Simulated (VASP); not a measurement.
Write the native input for VASP 6.6.1 that does the following.

| Quantity | Value |
| --- | --- |
| Task | single point |
| Functional | PBE |
| Potentials or basis | VASP PAW PBE potentials, release 64 (Mg, S) |
| Cutoff | 520 eV |
| k mesh | 8 × 8 × 8 |
| Occupations | fermi-dirac, width 0.02 eV |
| Spin | no spin polarisation |
| Dipole correction | no |
| Further INCAR settings | ALGO = Normal; EDIFF = 1e-06; NBANDS = 11 |

The structure of MgS lies in POSCAR:

```
MgS
1.0
    0.0333446951      2.8359127679      2.8359127679
    2.8359127679      0.0333446951      2.8359127679
    2.8359127679      2.8359127679      0.0333446951
Mg S
1 1
Direct
    0.0011245605      0.0011245605      0.0011245605
    0.2488754395      0.2488754395      0.2488754395
```

This cell differs from its parent crystal: epitaxial 111 strain -1.0%.

These files were run (other wordings do the same):

INCAR

```
ALGO = Normal
EDIFF = 1E-6
ENCUT = 520
GGA = PE
ISIF = 2
ISMEAR = -1
LASPH = T
LCHARG = F
LREAL = F
LWAVE = F
NBANDS = 11
NELM = 100
PREC = Accurate
SIGMA = 0.02
```

KPOINTS

```
k-points
0
Gamma
  8 8 8
```

Potentials or basis: VASP PAW PBE potentials, release 64 (Mg, S).

The run is started by

```console
$ cat potpaw_PBE.64/Mg/POTCAR potpaw_PBE.64/S/POTCAR > POTCAR
$ mpirun -np 1 vasp_std > vasp.out
```

It gave:

```yaml
Pressure: 1.7 GPa
Band_gap_on_the_k_mesh: 3.48 eV, direct
```

Caveat: the cell differs from its parent crystal (epitaxial 111 strain -1.0%).

Run time: 27 s on 1 thread of Intel(R) Xeon(R) Platinum 8259CL CPU @ 2.50GHz (Skylake/Cascade Lake), with other jobs on the host, peak memory 0.18 GiB.
